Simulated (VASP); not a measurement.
Runs of VASP 6.6.1 on BaZrO3. The structure is that of space group Pm-3m (No. 221), or close to it. The cells are those of the table. 

| task | level | cell | k mesh | cutoff (eV) | smearing | k mesh for the DOS | occupations for the DOS | gap on the mesh (eV) | pressure (GPa) |
| --- | --- | --- | --- | --- | --- | --- | --- | --- | --- |
| single point | PBE | a = 4.227 Å, 5 atoms | 6 × 6 × 6 | 520 | gaussian 0.02 eV | - | - | (a) | 1.0 |
| relaxation of cell and atoms | PBE | relaxed from a = 4.227 Å, 5 atoms | 6 × 6 × 6 | 600 | gaussian 0.02 eV | - | - | 3.12 | 0.0 |
| single point | r2SCAN | a = 4.227 Å, 5 atoms | 6 × 6 × 6 | 520 | gaussian 0.02 eV | - | - | 3.64 | -1.5 |
| single point | PBE | a = 4.226, b = 4.226, c = 4.229 Å, 5 atoms | 4 × 4 × 4 | 520 | gaussian 0.1 eV | - | - | 3.12 | 1.0 |

Alike in all rows: potentials or basis VASP PAW PBE potentials, release 64 (Ba_sv, Zr_sv, O); no spin polarisation.

Problem. Fill in the values left out.

Solution. (a) 3.13.

Caveats: spin-orbit coupling is left out, which moves the levels of the heavy elements; the PAW data sets were made with another functional, which shifts forces and pressure a little (some runs).

A k mesh can miss the band edges, and the runs leave out spin-orbit coupling on Ba, Zr.
